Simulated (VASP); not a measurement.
Set up this calculation in VASP 6.6.1, as the native input.

```
Task                   : single point
Functional             : PBE
Potentials or basis    : VASP PAW PBE potentials, release 64 (K_sv, I)
Cutoff                 : 520 eV
k mesh                 : 2 × 2 × 3
Occupations            : gaussian, width 0.1 eV
Spin                   : no spin polarisation
Dipole correction      : no
Further INCAR settings : ALGO = Normal; EDIFF = 1e-06; NBANDS = 15; ISYM = 0
```

The structure of KI lies in POSCAR:

```
KI
1.0
    0.0000000000      3.5424356157      3.5424356157
    3.5424356157      0.0000000000      3.5424356157
    3.5424356157      3.5424356157      0.0000000000
K I
1 1
Direct
    0.0000000000      0.0000000000      0.0000000000
    0.5000000000      0.5000000000      0.5000000000
```

One way to write it, as run:

INCAR

```
ALGO     = Normal         # electronic algorithm
EDIFF    = 1E-6           # SCF threshold, eV
ENCUT    = 520            # plane-wave cutoff, eV
GGA      = PE             # functional
ISIF     = 2              # what is computed and relaxed
ISMEAR   = 0              # smearing method
ISYM     = 0            
LASPH    = T              # aspherical terms in the spheres
LCHARG   = F              # write CHGCAR
LREAL    = F              # projectors in reciprocal space
LWAVE    = F              # write WAVECAR
NBANDS   = 15             # bands
NELM     = 80             # most SCF steps
PREC     = Accurate       # precision mode
SIGMA    = 0.1            # smearing width, eV
```

KPOINTS

```
k-points
0
Gamma
  2 2 3
```

Potentials or basis: VASP PAW PBE potentials, release 64 (K_sv, I).

Command:

```console
$ cat potpaw_PBE.64/K_sv/POTCAR potpaw_PBE.64/I/POTCAR > POTCAR
$ mpirun -np 1 vasp_std > vasp.out
```

It gave:

- Pressure: 0.8 GPa
- Band gap on the k mesh: 3.93 eV, direct

Caveat: the k points lie up to 0.77 Å⁻¹ apart; spin-orbit coupling is left out, which moves the levels of the heavy elements.

Run time: 9.3 s on 1 thread of AMD EPYC 9R45 96-Core Processor (Zen 5) (shared host), peak memory 0.2 GiB.
